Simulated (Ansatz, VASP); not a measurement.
**Two plane-wave programs on TaF3**

The input INCAR:

```
SYSTEM = TaF3
ALGO = Normal
EDIFF = 1E-7
EDIFFG = -0.02
ENCUT = 600
GGA = PE
IBRION = 2
ISIF = 3
ISMEAR = 0
IVDW = 12
LASPH = .True.
LCHARG = .False.
LREAL = .False.
LWAVE = .False.
NELM = 100
NSW = 90
PREC = Accurate
SIGMA = 0.1
```

KPOINTS

```
k-points
0
Gamma
  8 8 8
  0 0 0
```

Contents of POSCAR:

```
TaF3
1.0
    4.1052792118      0.0000000000      0.0000000000
    0.0000000000      4.1052792118      0.0000000000
    0.0000000000      0.0000000000      4.1052792118
Ta F
1 3
Direct
    0.0000000000      0.0000000000      0.0000000000
    0.5000000000      0.0000000000      0.0000000000
    0.0000000000      0.5000000000      0.0000000000
    0.0000000000      0.0000000000      0.5000000000
```

Input for Ansatz:

```yaml
crystal:
  lattice:
    - [4.1052792118, 0.0, 0.0]
    - [0.0, 4.1052792118, 0.0]
    - [0.0, 0.0, 4.1052792118]
  atoms:
    - { symbol: Ta, position: [0.0, 0.0, 0.0] }
    - { symbol: F, position: [0.5, 0.0, 0.0] }
    - { symbol: F, position: [0.0, 0.5, 0.0] }
    - { symbol: F, position: [0.0, 0.0, 0.5] }
basis:
  ecutwfc: 420
kpoints:
  mp_grid: { grid: [8, 8, 8] }
hamiltonian:
  xc: pbe
  dispersion: d3bj
scf:
  occupations: { method: gaussian, width: 0.1 }
output:
  forces: true
  stress: true
  eigenvalues: true
  write_density: true
  write_potential: true
  elf: true
  volumetric_format: npy
relax:
  adjacent_minimum: "off"
  f_tol: 0.02
  max_steps: 70
  cell: { stress_tol: 0.1 }
```

Alike in both runs: task relaxation of cell and atoms; functional PBE; dispersion D3(BJ); k mesh 8 × 8 × 8; occupations gaussian, width 0.1 eV; no spin polarisation.

|  | VASP | Ansatz |
| --- | --- | --- |
| version | VASP 6.6.1 | Ansatz 0.2.0 |
| potentials or method | VASP PAW PBE potentials, release 64 (Ta_pv, F), cutoff 600 eV | scalar-relativistic, plane waves, PAW |
| valence electrons in the cell | 32 | 34 |

```csv
,VASP,Ansatz,Ansatz less VASP
"gap on the k mesh at the Fermi level, each at its own relaxed structure (eV)",none,none,-
relaxed volume (Å³/atom),17.34,17.34,+0.001
relaxed cell length with the largest relative difference (Å),4.109,4.109,+0.0001
```

A gap of «none» marks a metal or a gap that the smearing closes. VASP's potentials hold 32 valence electrons a cell and Ansatz's 34, so a difference there can come from the potentials and not from the codes.

Spin-orbit coupling is off throughout.
